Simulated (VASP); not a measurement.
# LuHfF (P-6m2) in VASP: notebook

LuHfF is run at these levels: PBE; tasks: single point, relaxation of cell and atoms.

Everything below comes from runs of VASP 6.6.1. Logs are shortened: lines on timing, memory, paths and dates and some standing lists are left out, and cuts for length are marked.

### 1 The cell of the first run

The structure is hexagonal, space group P-6m2 (No. 187). The conventional cell has a = 3.017 Å, b = 3.017 Å, c = 6.974 Å, α = 90.00°, β = 90.00°, γ = 120.00°. Within 4.0 Å of Lu (site symmetry -6m2) lie 6 Lu at 3.02 Å and 2 Hf at 3.49 Å and 6 F at 3.90 Å. Within 2.3 Å of Hf (site symmetry -6m2) lie 3 F at 1.74 Å. Within 2.3 Å of F (site symmetry -6m2) lie 3 Hf at 1.74 Å.

### 2 Single point, PBE

INCAR reads:

```
SYSTEM = LuHfF
PREC = Accurate ; ENCUT = 520
EDIFF = 1E-6 ; ISMEAR = 0
SIGMA = 0.1 ; LREAL = .False.
LASPH = .True. ; NELM = 100
ALGO = Normal ; ISIF = 2
LWAVE = .False. ; LCHARG = .True.
GGA = PE ; LELF = .True.
LVHAR = .True. ; NBANDS = 28
```

KPOINTS reads:

```
regular mesh
0
Gamma
  6 6 4
  0 0 0
```

POSCAR reads:

```
LuHfF
1.0
    3.0165910500      0.0000000000      0.0000000000
   -1.5082955300      2.6124444800      0.0000000000
    0.0000000000      0.0000000000      6.9736896700
Lu Hf F
1 1 1
Direct
    0.3333333300      0.6666666700      0.0000000000
    0.3333333300      0.6666666700      0.5000000000
    0.0000000000      0.0000000000      0.5000000000
```

Potentials or basis: VASP PAW PBE potentials, release 64 (Lu, Hf_pv, F).

Run with:

```
$ cat potpaw_PBE.64/Lu/POTCAR potpaw_PBE.64/Hf_pv/POTCAR potpaw_PBE.64/F/POTCAR > POTCAR
$ mpirun -np 1 vasp_std > vasp.out
```

OUTCAR:

```text
SYSTEM = LuHfF
   PREC = Accurate
   ENCUT = 520
   EDIFF = 1E-6
   ISMEAR = 0
   LREAL = .False.
   LASPH = .True.
   NELM = 100
   ISIF = 2
   GGA = PE

 ion  position               nearest neighbor table
   1  0.333  0.667  0.000-   2 3.49   2 3.49
   2  0.333  0.667  0.500-   3 1.74   3 1.74   3 1.74   1 3.49   1 3.49
   3  0.000  0.000  0.500-   2 1.74   2 1.74   2 1.74

  LATTYP: Found a hexagonal cell.
 ALAT       =     3.0165910500
 C/A-ratio  =     2.3117782803

  Lattice vectors:

 A1 = (   3.0165910500,   0.0000000000,   0.0000000000)
 A2 = (  -1.5082955300,   2.6124444800,   0.0000000000)
 A3 = (   0.0000000000,   0.0000000000,   6.9736896700)

Analysis of symmetry for initial positions (statically):
=====================================================================
 Subroutine PRICEL returns:
 Original cell was already a primitive cell.

 Routine SETGRP: Setting up the symmetry group for a
 hexagonal supercell.

 Subroutine GETGRP returns: Found 12 space group operations
 (whereof 12 operations were pure point group operations)
 out of a pool of 24 trial point group operations.

The static configuration has the point symmetry D_3h.

Analysis of symmetry for dynamics (positions and initial velocities):
=====================================================================
 Subroutine PRICEL returns:
 Original cell was already a primitive cell.

 Routine SETGRP: Setting up the symmetry group for a
 hexagonal supercell.

 Subroutine GETGRP returns: Found 12 space group operations
 (whereof 12 operations were pure point group operations)
 out of a pool of 24 trial point group operations.

The dynamic configuration has the point symmetry D_3h.

 Subroutine INISYM returns: Found 12 space group operations
 (whereof 12 operations are pure point group operations),
 and found     1 'primitive' translations

----------------------------------------------------------------------------------------

                                     Primitive cell

  volume of cell :      54.9574

  direct lattice vectors                    reciprocal lattice vectors
     3.016591050  0.000000000  0.000000000     0.331500022  0.191391628  0.000000000
    -1.508295530  2.612444480  0.000000000     0.000000000  0.382783254  0.000000000
     0.000000000  0.000000000  6.973689670     0.000000000  0.000000000  0.143396114

  length of vectors
     3.016591050  3.016591051  6.973689670     0.382783254  0.382783254  0.143396114

  position of ions in fractional coordinates (direct lattice)
[... 77 lines left out ...]
   EDIFF  = 0.1E-05   stopping-criterion for ELM
   LREAL  =      F    real-space projection
   EDIFFG = 0.1E-04   stopping-criterion for IOM
   NSW    =      0    number of steps for IOM
   IBRION =     -1    ionic relax: 0-MD 1-quasi-New 2-CG
   NFREE  =      0    steps in history (QN), initial steepest desc. (CG)
   ISIF   =      2    stress and relaxation
   ISYM   =      2    0-nonsym 1-usesym 2-fastsym
   POTIM  = 0.5000    time-step for ionic-motion
   TEBEG  =    0.0;   TEEND  =   0.0 temperature during run
   PSTRESS=    0.0 pullay stress
   NELECT =      42.0000    total number of electrons
   NUPDOWN=      -1.0000    fix difference up-down
   EMIN   =  10.00;   EMAX   =-10.00  energy-range for DOS
   EFERMI =   0.00;   METHOD = LEGACY
   ISMEAR =     0;   SIGMA  =   0.10  broadening in eV -4-tet -1-fermi 0-gaus
   EFERMI_NEDOS =   21; number of points for ismear=-14 and -15
   IALGO  =     38    algorithm
   IMIX   =      4    mixing-type and parameters
     AMIX     =   0.40;   BMIX     =  1.00
     AMIX_MAG =   1.60;   BMIX_MAG =  1.00
  volume/ion in A,a.u.               =      18.32       123.62
  Fermi-wavevector in a.u.,A,eV,Ry     =   1.496750  2.828447 30.480589  2.240260
  Thomas-Fermi vector in A             =   2.608726
   LORBIT       =      0    0 simple, 1 ext, 2 COOP (PROOUT), +10 PAW based schemes
   GGA     = PE    functional components
   LHFCALC =     F    Hartree Fock is set to
   AEXX    =    0.0000 exact exchange contribution
   IVDW    =     0    specifies the selected vdW correction
   LEPSILON=     F    determine dielectric tensor
   LRPA    =     F    only Hartree local field effects (RPA)
 non-spin polarized calculation
 Gauss-broadening in eV      SIGMA  =   0.10
  energy-cutoff  :      520.00
  volume of cell :       54.96
 maximum number of plane-waves:      1502
 NGX is ok and might be reduce to    24
   NGX = 11   NGY = 11   NGZ = 25

 number of electron      42.0000022 magnetization

 Free energy of the ion-electron system (eV)
  ---------------------------------------------------
  ext. energy  EPLUGINS =         0.00000000
  ---------------------------------------------------
  free energy    TOTEN  =       -12.61950146 eV

  energy without entropy =      -12.60067021  energy(sigma->0) =      -12.61008584

 E-fermi :   4.4991     XC(G=0): -11.1394

 val. band max:        4.3904863883   @ k =   0.3333  -0.0000   0.5000
 cond. band min:       4.5128926072   @ k =   0.1667  -0.0000   0.5000
 fundamental gap:      0.1224062190
 Fermi energy:         4.4990949327

 k-point     1 :       0.0000    0.0000    0.0000
  band No.  band energies     occupation
      1     -51.5589      2.00000
      2     -27.9288      2.00000
      3     -27.9288      2.00000
      4     -27.4675      2.00000
      5     -27.3959      2.00000
      6     -22.2754      2.00000
[... 640 lines left out ...]
     27       8.0481      0.00000
     28      11.9186      0.00000

------------------------ aborting loop because EDIFF is reached ----------------------------------------

  FORCE on cell =-STRESS in cart. coord.  units (eV):
  Direction    XX          YY          ZZ          XY          YZ          ZX
  --------------------------------------------------------------------------------------
  -------------------------------------------------------------------------------------
  Total       36.2293229     36.2293229     -2.2171291     -0.0000001      0.0000000      0.0000000
  in kB     1056.1963815   1056.1963798    -64.6361454     -0.0000020      0.0000000      0.0000000
  external PRESSURE =     682.5855386 kB  Pullay stress =       0.0000000 kB

 VOLUME and BASIS-vectors are now :
 -----------------------------------------------------------------------------
  energy-cutoff  :      520.00
  volume of cell :       54.96
      direct lattice vectors                 reciprocal lattice vectors
     3.016591050  0.000000000  0.000000000     0.331500022  0.191391628  0.000000000
    -1.508295530  2.612444480  0.000000000     0.000000000  0.382783254  0.000000000
     0.000000000  0.000000000  6.973689670     0.000000000  0.000000000  0.143396114

 POSITION                                       TOTAL-FORCE (eV/Angst)
 -----------------------------------------------------------------------------------
     -0.00000      1.74163      0.00000         0.000000     -0.000000      0.000000
     -0.00000      1.74163      3.48684         0.000000      0.000000      0.000000
      0.00000      0.00000      3.48684        -0.000000      0.000000      0.000000
 -----------------------------------------------------------------------------------
    total drift:                                0.000038     -0.000022      0.000000

  FREE ENERGIE OF THE ION-ELECTRON SYSTEM (eV)
  ---------------------------------------------------
  free  energy   TOTEN  =       -12.6195014639 eV

  energy  without entropy=      -12.6006702112  energy(sigma->0) =      -12.61008584
```

stdout:

```text
POSCAR found type information on POSCAR LuHfF
 POSCAR found :  3 types and       3 ions
 scaLAPACK will be used
 LDA part: xc-table for (Slater+PW92), standard interpolation
 POSCAR, INCAR and KPOINTS ok, starting setup
 FFT: planning ... GRIDC
 FFT: planning ... GRID_SOFT
 FFT: planning ... GRID
 WAVECAR not read
 entering main loop
```

Wall time 26 s (1 thread of AMD EPYC 9R14 (Zen 4), shared host); peak memory 0.18 GiB.

What came out:

```yaml
Free_energy: -12.6195 eV
Pressure: 68.3 GPa
Band_gap_on_the_k_mesh: zero (band 21 reaches 5.35 eV, above the bottom of band 22 at 4.31 eV)
```

Stress tensor (GPa, compression positive):
```
105.62   0.00   0.00
  0.00 105.62   0.00
  0.00   0.00  -6.46
```

Levels at points of the mesh, in eV from the Fermi level:
| k point | band 17 | band 18 | band 19 | band 20 | band 21 | band 22 | band 23 | band 24 | band 25 | band 26 |
| --- | --- | --- | --- | --- | --- | --- | --- | --- | --- | --- |
| (0.00, 0.00, 0.00) | -4.77 | -4.77 | -4.74 | -2.56 | -0.79 | 0.68 | 2.93 | 2.93 | 3.07 | 3.07 |
| (0.50, 0.00, 0.00) | -4.78 | -4.78 | -2.29 | -1.25 | -1.12 | 0.03 | 1.59 | 1.61 | 2.45 | 4.45 |
| (0.00, 0.00, 0.50) | -4.77 | -4.77 | -4.74 | -3.84 | -0.50 | 0.82 | 2.93 | 2.93 | 3.13 | 3.13 |
| (0.50, 0.00, 0.50) | -4.78 | -4.78 | -1.97 | -1.56 | -0.37 | -0.19 | 0.97 | 1.70 | 1.98 | 3.92 |

Caveat: the k points lie up to 0.40 Å⁻¹ apart; spin-orbit coupling is left out, which moves the levels of the heavy elements.

### 3 Single point, PBE

This run uses another cell than the first one, of 24.51 Å³/atom, 1.338 times its volume.

INCAR reads:

```
PREC     = Accurate       # precision mode
ENCUT    = 520            # plane-wave cutoff, eV
EDIFF    = 1E-7           # SCF threshold, eV
ISMEAR   = 0              # smearing method
SIGMA    = 0.1            # smearing width, eV
LREAL    = F              # projectors in reciprocal space
LASPH    = T              # aspherical terms in the spheres
NELM     = 80             # most SCF steps
ALGO     = Normal         # electronic algorithm
ISIF     = 2              # what is computed and relaxed
LWAVE    = F              # write WAVECAR
LCHARG   = F              # write CHGCAR
GGA      = PE             # functional
NBANDS   = 28             # bands
```

KPOINTS reads:

```
Automatic mesh
0
Gamma
  6 6 4
```

POSCAR reads:

```
LuHfF
1.0
    3.6377130709      0.0000000035      0.0000000000
   -1.8188565385      3.1503519294      0.0000000000
    0.0000000000      0.0000000000      6.4164270122
Lu Hf F
1 1 1
Direct
    0.3333333333      0.6666666667      0.0000000000
    0.3333333333      0.6666666667      0.5000000000
    0.0000000000      0.0000000000      0.5000000000
```

Potentials or basis: VASP PAW PBE potentials, release 64 (Lu, Hf_pv, F).

Run with:

```
$ cat potpaw_PBE.64/Lu/POTCAR potpaw_PBE.64/Hf_pv/POTCAR potpaw_PBE.64/F/POTCAR > POTCAR
$ mpirun -np 1 vasp_std > vasp.out
```

Run time: 32 s. Hardware: 1 thread of AMD EPYC 9R14 (Zen 4), shared host; peak memory 0.19 GiB.

The run converged. Its results:

```yaml
Free_energy: -18.1239 eV
Pressure: -0.8 GPa
Band_gap_on_the_k_mesh: zero (band 21 reaches 3.72 eV, above the bottom of band 22 at 2.63 eV)
```

Stress tensor (GPa, compression positive):
```
-1.15  0.00  0.00
 0.00 -1.15  0.00
 0.00  0.00 -0.11
```

Levels at points of the mesh, in eV from the Fermi level:
| k point | band 18 | band 19 | band 20 | band 21 | band 22 | band 23 | band 24 | band 25 |
| --- | --- | --- | --- | --- | --- | --- | --- | --- |
| (0.00, 0.00, 0.00) | -5.40 | -5.09 | -1.52 | -0.07 | 0.24 | 1.32 | 1.32 | 2.21 |
| (0.50, 0.00, 0.00) | -5.40 | -2.45 | -0.98 | -0.67 | -0.29 | 0.61 | 1.08 | 2.74 |
| (0.00, 0.00, 0.50) | -5.41 | -4.06 | -3.09 | 0.39 | 0.62 | 1.68 | 1.68 | 2.23 |
| (0.50, 0.00, 0.50) | -5.41 | -1.41 | -1.12 | -0.41 | -0.31 | 0.85 | 1.04 | 1.19 |

Caveat: spin-orbit coupling is left out, which moves the levels of the heavy elements.

### 4 Relaxation of cell and atoms, PBE

INCAR reads:

```
PREC     = Accurate       # precision mode
ENCUT    = 600            # plane-wave cutoff, eV
EDIFF    = 1E-7           # SCF threshold, eV
ISMEAR   = 0              # smearing method
SIGMA    = 0.1            # smearing width, eV
LREAL    = F              # projectors in reciprocal space
LASPH    = T              # aspherical terms in the spheres
NELM     = 100            # most SCF steps
ALGO     = Normal         # electronic algorithm
ISIF     = 3              # what is computed and relaxed
LWAVE    = F              # write WAVECAR
LCHARG   = F              # write CHGCAR
GGA      = PE             # functional
IBRION   = 2              # ionic algorithm
NSW      = 90             # ionic steps
EDIFFG   = -0.04          # ionic threshold
```

KPOINTS is that of step 3.

POSCAR reads:

```
LuHfF
1.0
    3.0165910500      0.0000000000      0.0000000000
   -1.5082955300      2.6124444800      0.0000000000
    0.0000000000      0.0000000000      6.9736896700
Lu Hf F
1 1 1
Direct
    0.3333333300      0.6666666700      0.0000000000
    0.3333333300      0.6666666700      0.5000000000
    0.0000000000      0.0000000000      0.5000000000
```

Potentials or basis: VASP PAW PBE potentials, release 64 (Lu, Hf_pv, F).

Run with:

```
$ cat potpaw_PBE.64/Lu/POTCAR potpaw_PBE.64/Hf_pv/POTCAR potpaw_PBE.64/F/POTCAR > POTCAR
$ mpirun -np 1 vasp_std > vasp.out
```

OUTCAR:

```text
PREC = Accurate
   ENCUT = 600
   EDIFF = 1E-7
   ISMEAR = 0
   LREAL = F
   LASPH = T
   NELM = 100
   ISIF = 3
   GGA = PE
   IBRION = 2
   NSW = 90
   EDIFFG = -0.04

 ion  position               nearest neighbor table
   1  0.333  0.667  0.000-   2 3.49   2 3.49
   2  0.333  0.667  0.500-   3 1.74   3 1.74   3 1.74   1 3.49   1 3.49
   3  0.000  0.000  0.500-   2 1.74   2 1.74   2 1.74

  LATTYP: Found a hexagonal cell.
 ALAT       =     3.0165910500
 C/A-ratio  =     2.3117782803

  Lattice vectors:

 A1 = (   3.0165910500,   0.0000000000,   0.0000000000)
 A2 = (  -1.5082955300,   2.6124444800,   0.0000000000)
 A3 = (   0.0000000000,   0.0000000000,   6.9736896700)

Analysis of symmetry for initial positions (statically):
[... 871 lines left out ...]
  ---------------------------------------------------
  free  energy   TOTEN  =       -17.7934839783 eV

  energy  without entropy=      -17.7733580693  energy(sigma->0) =      -17.78342102

[... ionic steps 4 to 9 ...]

--------------------------------------- Ionic step       10  -------------------------------------------

 number of electron      41.9999983 magnetization

------------------------ aborting loop because EDIFF is reached ----------------------------------------
[... 69 lines left out ...]
--------------------------------------- Ionic step       12  -------------------------------------------

 number of electron      41.9999991 magnetization

 Free energy of the ion-electron system (eV)
  ---------------------------------------------------
  ext. energy  EPLUGINS =         0.00000000
  ---------------------------------------------------
  free energy    TOTEN  =       -18.09055363 eV

  energy without entropy =      -18.06940566  energy(sigma->0) =      -18.07997964

 E-fermi :   3.0271     XC(G=0):  -9.9451

 val. band max:        3.0049333810   @ k =   0.3333   0.1667   0.2500
 cond. band min:       3.0517381672   @ k =   0.0000   0.0000   0.2500
 fundamental gap:      0.0468047862
 Fermi energy:         3.0271213061

 k-point     1 :       0.0000    0.0000    0.0000
  band No.  band energies     occupation
      1     -53.6845      2.00000
      2     -29.4086      2.00000
      3     -29.4086      2.00000
      4     -29.1156      2.00000
      5     -25.0820      2.00000
      6     -24.3069      2.00000
[... 607 lines left out ...]
  FREE ENERGIE OF THE ION-ELECTRON SYSTEM (eV)
  ---------------------------------------------------
  free  energy   TOTEN  =       -18.0905536267 eV

  energy  without entropy=      -18.0694056618  energy(sigma->0) =      -18.07997964

 reached required accuracy - stopping structural energy minimisation
```

OSZICAR:

```text
N       E                     dE             d eps       ncg     rms          rms(c)
DAV:   1     0.334701611938E+03    0.33470E+03   -0.21150E+04  1418   0.559E+03
DAV:   2     0.218670230607E+02   -0.31283E+03   -0.30713E+03  1274   0.643E+02
DAV:   3    -0.123045280970E+02   -0.34172E+02   -0.33701E+02  1392   0.151E+02
DAV:   4    -0.143832938582E+02   -0.20788E+01   -0.20631E+01  1588   0.279E+01
[... 195 lines left out ...]
DAV:   6    -0.180905363280E+02   -0.25137E-03   -0.44562E-04  1544   0.141E-01    0.258E-02
DAV:   7    -0.180905541970E+02   -0.17869E-04   -0.73206E-05  1779   0.535E-02    0.771E-03
DAV:   8    -0.180905531806E+02    0.10164E-05   -0.38114E-06  1242   0.131E-02    0.313E-03
DAV:   9    -0.180905535571E+02   -0.37651E-06   -0.27566E-07   908   0.405E-03    0.864E-04
DAV:  10    -0.180905536267E+02   -0.69631E-07   -0.27045E-08   556   0.156E-03
  12 F= -.18090554E+02 E0= -.18079980E+02  d E =-.472193E-03
```

CONTCAR:

```text
LuHfF
   1.00000000000000
     3.6065455280926977   -0.0000000011060561    0.0000000000000000
    -1.8032727709820711    3.1233600444257328    0.0000000000000000
     0.0000000000000000   -0.0000000000000000    6.4224676538388250
  Lu              Hf              F
     1     1     1
Direct
     0.3333333300000021    0.6666666699999979    0.0000000000000000
     0.3333333300000021    0.6666666699999979    0.5000000000000000
     0.0000000000000000    0.0000000000000000    0.5000000000000000

  0.00000000E+00  0.00000000E+00  0.00000000E+00
  0.00000000E+00  0.00000000E+00  0.00000000E+00
  0.00000000E+00  0.00000000E+00  0.00000000E+00
```

Run time: 5.2 min. Hardware: 1 thread of AMD EPYC 9R14 (Zen 4), shared host; peak memory 0.19 GiB.

Results:

- Free energy: -18.0906 eV
- Relaxed volume: 24.12 Å³/atom
- Relaxed cell: a = 3.607 Å, b = 3.607 Å, c = 6.422 Å, α = 90.00°, β = 90.00°, γ = 120.00°
- Space group after relaxing (to 0.05 Å): P-6m2 (No. 187)
- Energy gained by relaxing: 1821.6 meV/atom
- Ionic steps: 12
- Pressure after relaxing: 0.0 GPa
- Band gap on the k mesh: zero (band 21 reaches 3.79 eV, above the bottom of band 22 at 2.71 eV)

Stress tensor (GPa, compression positive):
```
 0.00  0.00  0.00
 0.00  0.00  0.00
 0.00  0.00 -0.12
```

Step by step:
| step | energy change (eV) | largest force (eV/Å) | pressure (GPa) | volume (Å³) |
| --- | --- | --- | --- | --- |
| 1 | 0.0000 | 0.0000 | 68.17 | 54.96 |
| 2 | 1.2223 | 0.0000 | -20.63 | 132.60 |
| 3 | -5.1677 | 0.0000 | -7.71 | 83.72 |
| 4 | -5.3015 | 0.0000 | -5.15 | 80.43 |
| 5 | -5.3445 | 0.0000 | -2.19 | 77.29 |
| 6 | -5.3441 | 0.0000 | -2.69 | 77.77 |
| 7 | -5.4478 | 0.0000 | -1.33 | 74.37 |
| 8 | -5.4641 | 0.0000 | -0.47 | 72.75 |
| 9 | -5.4643 | 0.0000 | -0.32 | 72.53 |
| 10 | -5.4643 | 0.0000 | -0.39 | 72.63 |
| 11 | -5.4645 | 0.0000 | 0.22 | 72.13 |
| 12 | -5.4648 | 0.0000 | -0.04 | 72.35 |

Final structure:
```xyz
3
Lattice="3.6065 0.0000 0.0000 -1.8033 3.1234 0.0000 0.0000 0.0000 6.4225" Properties=species:S:1:pos:R:3 pbc="T T T"
Lu    0.0000    2.0822    0.0000
Hf    0.0000    2.0822    3.2112
F     0.0000    0.0000    3.2112
```

Levels at points of the mesh, in eV from the Fermi level:
```csv
k point,band 17,band 18,band 19,band 20,band 21,band 22,band 23,band 24,band 25
"(0.00, 0.00, 0.00)",-5.37,-5.37,-5.13,-1.55,-0.05,0.20,1.38,1.38,2.24
"(0.50, 0.00, 0.00)",-5.37,-5.37,-2.45,-1.00,-0.68,-0.32,0.65,1.11,2.72
"(0.00, 0.00, 0.50)",-5.37,-5.37,-4.12,-3.12,0.40,0.59,1.73,1.73,2.26
"(0.50, 0.00, 0.50)",-5.38,-5.37,-1.43,-1.15,-0.40,-0.30,0.85,1.06,1.21
```

Caveat: the k points lie up to 0.34 Å⁻¹ apart in the final cell; the volume moved by over 15 % at a fixed basis, so the end points are rough; spin-orbit coupling is left out, which moves the levels of the heavy elements.

(Part 1 of 2 ends here.)
